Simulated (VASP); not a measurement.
Here is a VASP 6.6.1 calculation.

Contents of INCAR:

```
SYSTEM = In3As
PREC = Accurate ; ENCUT = 520
EDIFF = 1E-6 ; ISMEAR = -1
SIGMA = 0.05 ; LREAL = .FALSE.
LASPH = .TRUE. ; NELM = 100
ALGO = Normal ; ISIF = 2
LWAVE = .FALSE. ; LCHARG = .FALSE.
GGA = PE ; NBANDS = 30
```

File KPOINTS:

```
Automatic mesh
0
G
  6 6 6
  0 0 0
```

File POSCAR:

```
In3As
1.0
    4.7026201864      0.0000000000      0.0000000000
    0.0000000000      4.7026201864      0.0000000000
    0.0000000000      0.0000000000      4.7026201864
In As
3 1
Direct
    0.5000000000      0.5000000000      0.0000000000
    0.5000000000      0.0000000000      0.5000000000
    0.0000000000      0.5000000000      0.5000000000
    0.0000000000      0.0000000000      0.0000000000
```

Potentials or basis: VASP PAW PBE potentials, release 64 (In_d, As).

Launch:

```bash
$ cat potpaw_PBE.64/In_d/POTCAR potpaw_PBE.64/As/POTCAR > POTCAR
$ mpirun -np 1 vasp_std > vasp.out
```

**Question.** What does it give for the pressure?

**Answer.** -0.2 GPa.

**Question.** What does it give for the band gap on the k mesh?

**Answer.** Zero (bands 22 and 23 overlap by 3.72 eV).

Caveat: spin-orbit coupling is left out, which moves the levels of the heavy elements.
